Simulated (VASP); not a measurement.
Input of a VASP 6.6.1 run:

INCAR

```
PREC     = Accurate       # precision mode
ENCUT    = 520            # plane-wave cutoff, eV
EDIFF    = 1E-6           # SCF threshold, eV
ISMEAR   = -1             # smearing method
SIGMA    = 0.1            # smearing width, eV
LREAL    = F              # projectors in reciprocal space
LASPH    = T              # aspherical terms in the spheres
NELM     = 100            # most SCF steps
ALGO     = Normal         # electronic algorithm
ISIF     = 2              # what is computed and relaxed
LWAVE    = F              # write WAVECAR
LCHARG   = F              # write CHGCAR
GGA      = PS             # functional
NBANDS   = 15             # bands
```

File KPOINTS:

```
Automatic mesh
0
Gamma
  18 18 18
```

The input POSCAR:

```
ZrC
1.0
    0.0000000000      2.3313238619      2.3313238619
    2.3313238619      0.0000000000      2.3313238619
    2.3313238619      2.3313238619      0.0000000000
Zr C
1 1
Direct
    0.5000000000      0.5000000000      0.5000000000
    0.0000000000      0.0000000000      0.0000000000
```

Potentials or basis: VASP PAW PBE potentials, release 64 (Zr_sv, C).

Launch:

```bash
$ cat potpaw_PBE.64/Zr_sv/POTCAR potpaw_PBE.64/C/POTCAR > POTCAR
$ mpirun -np 1 vasp_std > vasp.out
```

Question: What does it give for the band gap on the k mesh?

Answer: Zero (band 8 reaches 10.73 eV, above the bottom of band 9 at 9.40 eV).

Question: Predict the pressure.

Answer: 1.4 GPa.

Caveat: the PAW data sets were made with another functional, which shifts forces and pressure a little.
